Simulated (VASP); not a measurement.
# Pt (P2_1/m) in VASP: single point with PBEsol

Aim: the single point of Pt with PBEsol.

Everything below comes from runs of VASP 6.6.1. Logs are shortened: lines on timing, memory, paths and dates and some standing lists are left out, and cuts for length are marked.

## 1. The cell of the first run

The structure is monoclinic, space group P2_1/m (No. 11). Conventional cell: a = 2.631 Å, b = 5.052 Å, c = 2.727 Å, α = 90.00°, β = 116.52°, γ = 90.00°. Pt (site symmetry m) has 12 Pt at 2.63 to 3.01 Å within 3.5 Å.

## 2. Single point, PBEsol (engineering shear strain xy -0.0800, normal strain along z +0.0733)

Input file INCAR:

```
SYSTEM = Pt
  ALGO = Fast
  EDIFF = 1E-7
  ENCUT = 520
  GGA = PS
  ISIF = 2
  ISMEAR = 0
  LASPH = .TRUE.
  LCHARG = .FALSE.
  LREAL = .FALSE.
  LWAVE = .FALSE.
  NBANDS = 17
  NELM = 60
  PREC = Accurate
  SIGMA = 0.15
```

Input file KPOINTS:

```
k-points
0
G
  18 18 10
  0 0 0
```

Input file POSCAR:

```
Pt
1.0
    2.7251897179     -0.1090075887      0.0000000000
   -1.4569982000      2.4145873202      0.0000000000
    0.0000000000      0.0000000000      5.0519393331
Pt
2
Direct
    0.6666666667      0.3333333333      0.7500000000
    0.3333333333      0.6666666667      0.2500000000
```

Potentials or basis: VASP PAW PBE potentials, release 64 (Pt).

The run is started by

```console
cat potpaw_PBE.64/Pt/POTCAR > POTCAR
mpirun -np 1 vasp_std > vasp.out
```

OUTCAR:

```text
SYSTEM = Pt
   EDIFF = 1E-7
   ENCUT = 520
   GGA = PS
   ISIF = 2
   ISMEAR = 0
   LASPH = .TRUE.
   LREAL = .FALSE.
   NELM = 60
   PREC = Accurate

 ion  position               nearest neighbor table
   1  0.667  0.333  0.750-   2 2.95   2 2.95   2 2.98   2 2.98   2 3.01   2 3.01
   2  0.333  0.667  0.250-   1 2.95   1 2.95   1 2.98   1 2.98   1 3.01   1 3.01

  LATTYP: Found a simple monoclinic cell.
 ALAT       =     2.6313509124
 B/A-ratio  =     1.9199033125
 C/A-ratio  =     1.0364900346
 COS(beta)  =    -0.4465495939

  Lattice vectors:

 A1 = (   1.2681915179,   2.3055797315,   0.0000000000)
 A2 = (   0.0000000000,   0.0000000000,  -5.0519393331)
 A3 = (  -2.7251897179,   0.1090075887,   0.0000000000)

Analysis of symmetry for initial positions (statically):
=====================================================================
 Subroutine PRICEL returns:
 Original cell was already a primitive cell.

 Routine SETGRP: Setting up the symmetry group for a
 simple monoclinic supercell.

 Subroutine GETGRP returns: Found  4 space group operations
 (whereof  2 operations were pure point group operations)
 out of a pool of  4 trial point group operations.

The static configuration has the point symmetry S_2 .
 The point group associated with its full space group is C_2h.

Analysis of symmetry for dynamics (positions and initial velocities):
=====================================================================
 Subroutine PRICEL returns:
 Original cell was already a primitive cell.

 Routine SETGRP: Setting up the symmetry group for a
 simple monoclinic supercell.

 Subroutine GETGRP returns: Found  4 space group operations
 (whereof  2 operations were pure point group operations)
 out of a pool of  4 trial point group operations.

The dynamic configuration has the point symmetry S_2 .
 The point group associated with its full space group is C_2h.

 Subroutine INISYM returns: Found  4 space group operations
 (whereof  2 operations are pure point group operations),
 and found     1 'primitive' translations

----------------------------------------------------------------------------------------

                                     Primitive cell

  volume of cell :      32.4404

  direct lattice vectors                    reciprocal lattice vectors
[... 85 lines left out ...]
   ENCUT  =  520.0 eV  38.22 Ry    6.18 a.u.   5.07  5.24  9.39*2*pi/ulx,y,z
   NELM   =     60;   NELMIN=  2; NELMDL= -5     # of ELM steps
   EDIFF  = 0.1E-06   stopping-criterion for ELM
   LREAL  =      F    real-space projection
   EDIFFG = 0.1E-05   stopping-criterion for IOM
   NSW    =      0    number of steps for IOM
   IBRION =     -1    ionic relax: 0-MD 1-quasi-New 2-CG
   NFREE  =      0    steps in history (QN), initial steepest desc. (CG)
   ISIF   =      2    stress and relaxation
   ISYM   =      2    0-nonsym 1-usesym 2-fastsym
   POTIM  = 0.5000    time-step for ionic-motion
   TEBEG  =    0.0;   TEEND  =   0.0 temperature during run
   PSTRESS=    0.0 pullay stress
   NELECT =      20.0000    total number of electrons
   NUPDOWN=      -1.0000    fix difference up-down
   EMIN   =  10.00;   EMAX   =-10.00  energy-range for DOS
   EFERMI =   0.00;   METHOD = LEGACY
   ISMEAR =     0;   SIGMA  =   0.15  broadening in eV -4-tet -1-fermi 0-gaus
   EFERMI_NEDOS =   21; number of points for ismear=-14 and -15
   IALGO  =     68    algorithm
   IMIX   =      4    mixing-type and parameters
     AMIX     =   0.40;   BMIX     =  1.00
     AMIX_MAG =   1.60;   BMIX_MAG =  1.00
  volume/ion in A,a.u.               =      16.22       109.46
  Fermi-wavevector in a.u.,A,eV,Ry     =   1.393336  2.633023 26.414153  1.941386
  Thomas-Fermi vector in A             =   2.516992
   LORBIT       =      0    0 simple, 1 ext, 2 COOP (PROOUT), +10 PAW based schemes
   GGA     = PS    functional components
   LHFCALC =     F    Hartree Fock is set to
   AEXX    =    0.0000 exact exchange contribution
   IVDW    =     0    specifies the selected vdW correction
   LEPSILON=     F    determine dielectric tensor
   LRPA    =     F    only Hartree local field effects (RPA)
 non-spin polarized calculation
 RMM-DIIS sequential band-by-band and
 Gauss-broadening in eV      SIGMA  =   0.15
  energy-cutoff  :      520.00
  volume of cell :       32.44
 maximum number of plane-waves:       894
   NGX = 11   NGY = 11   NGZ = 19

 number of electron      20.0000001 magnetization

 Free energy of the ion-electron system (eV)
  ---------------------------------------------------
  ext. energy  EPLUGINS =         0.00000000
  ---------------------------------------------------
  free energy    TOTEN  =       -13.57110626 eV

  energy without entropy =      -13.53365725  energy(sigma->0) =      -13.55238176

 E-fermi :   9.6877     XC(G=0): -13.1773

 val. band max:        9.6870268246   @ k =   0.2778   0.4444   0.4000
 cond. band min:       9.6877899426   @ k =   0.1667   0.4444   0.3000
 fundamental gap:      0.0007631180
 Fermi energy:         9.6876599405

 k-point     1 :       0.0000    0.0000    0.0000
  band No.  band energies     occupation
      1       0.2251      2.00000
      2       2.5632      2.00000
      3       5.4545      2.00000
      4       5.6630      2.00000
      5       5.9791      2.00000
      6       7.1185      2.00000
[... 457 lines left out ...]
      4       5.7006      2.00000
      5       6.0092      2.00000
      6       6.9421      2.00000
[... 9 lines left out ...]
     16      25.7720      0.00000
     17      28.2857      0.00000

 [... further k-points ...]

------------------------ aborting loop because EDIFF is reached ----------------------------------------

  FORCE on cell =-STRESS in cart. coord.  units (eV):
  Direction    XX          YY          ZZ          XY          YZ          ZX
  --------------------------------------------------------------------------------------
  -------------------------------------------------------------------------------------
  Total       -1.7919064     -1.2487220     -4.2943459      2.1166215      0.0000000      0.0000000
  in kB      -88.4991462    -61.6722135   -212.0902938    104.5362623      0.0000000      0.0000000
  external PRESSURE =    -120.7538845 kB  Pullay stress =       0.0000000 kB

 VOLUME and BASIS-vectors are now :
 -----------------------------------------------------------------------------
  energy-cutoff  :      520.00
  volume of cell :       32.44
      direct lattice vectors                 reciprocal lattice vectors
     2.725189718 -0.109007589  0.000000000     0.376022843  0.226897822  0.000000000
    -1.456998200  2.414587320  0.000000000     0.016975714  0.424392846  0.000000000
     0.000000000  0.000000000  5.051939333     0.000000000  0.000000000  0.197943786

 POSITION                                       TOTAL-FORCE (eV/Angst)
 -----------------------------------------------------------------------------------
      1.33113      0.73219      3.78895         0.040202     -0.012990     -0.000000
     -0.06294      1.57339      1.26298        -0.040202      0.012990      0.000000
 -----------------------------------------------------------------------------------
    total drift:                                0.000000     -0.000000     -0.000000

  FREE ENERGIE OF THE ION-ELECTRON SYSTEM (eV)
  ---------------------------------------------------
  free  energy   TOTEN  =       -13.5711062629 eV

  energy  without entropy=      -13.5336572530  energy(sigma->0) =      -13.55238176
```

OSZICAR:

```text
N       E                     dE             d eps       ncg     rms          rms(c)
DAV:   1     0.996353565783E+02    0.99635E+02   -0.10414E+04 33480   0.113E+03
DAV:   2    -0.126212221115E+02   -0.11226E+03   -0.10661E+03 36148   0.243E+02
DAV:   3    -0.144823366801E+02   -0.18611E+01   -0.18349E+01 41179   0.309E+01
DAV:   4    -0.144920409636E+02   -0.97043E-02   -0.97026E-02 39719   0.233E+00
DAV:   5    -0.144921398084E+02   -0.98845E-04   -0.98845E-04 41595   0.246E-01    0.157E+01
RMM:   6    -0.136485228248E+02    0.84362E+00   -0.12905E+00 33522   0.833E+00    0.808E+00
RMM:   7    -0.135794116316E+02    0.69111E-01   -0.23721E-01 34576   0.358E+00    0.305E+00
RMM:   8    -0.135721311050E+02    0.72805E-02   -0.37190E-02 34736   0.148E+00    0.101E+00
RMM:   9    -0.135710832606E+02    0.10478E-02   -0.33027E-03 36950   0.426E-01    0.138E-01
RMM:  10    -0.135711087306E+02   -0.25470E-04   -0.38188E-04 37512   0.128E-01    0.973E-02
RMM:  11    -0.135711048074E+02    0.39232E-05   -0.53001E-05 37408   0.496E-02    0.124E-02
RMM:  12    -0.135711058531E+02   -0.10458E-05   -0.10895E-05 37669   0.204E-02    0.146E-03
RMM:  13    -0.135711062248E+02   -0.37165E-06   -0.27220E-06 36765   0.976E-03    0.245E-03
RMM:  14    -0.135711062629E+02   -0.38174E-07   -0.62710E-07 31136   0.483E-03
   1 F= -.13571106E+02 E0= -.13552382E+02  d E =-.374490E-01
```

Run time: 10 min. Hardware: 1 thread of Intel Xeon Platinum 8259CL at 2.50GHz (Skylake/Cascade Lake), shared host; peak memory 0.53 GiB.

What came out:

```
Free energy            : -13.5711 eV
Pressure               : -12.1 GPa
Largest force          : 0.042 eV/Å
Band gap on the k mesh : zero (bands 10 and 11 overlap by 1.64 eV)
```

Forces in eV/Å, atoms in the order of the input:
```
Pt   0.040 -0.013  0.000
Pt  -0.040  0.013  0.000
```

Caveat: the cell differs from its parent crystal (engineering shear strain xy -0.0800, normal strain along z +0.0733); the cell stands under tension; the PAW data sets were made with another functional, which shifts forces and pressure a little; spin-orbit coupling is left out, which moves the levels of the heavy elements.
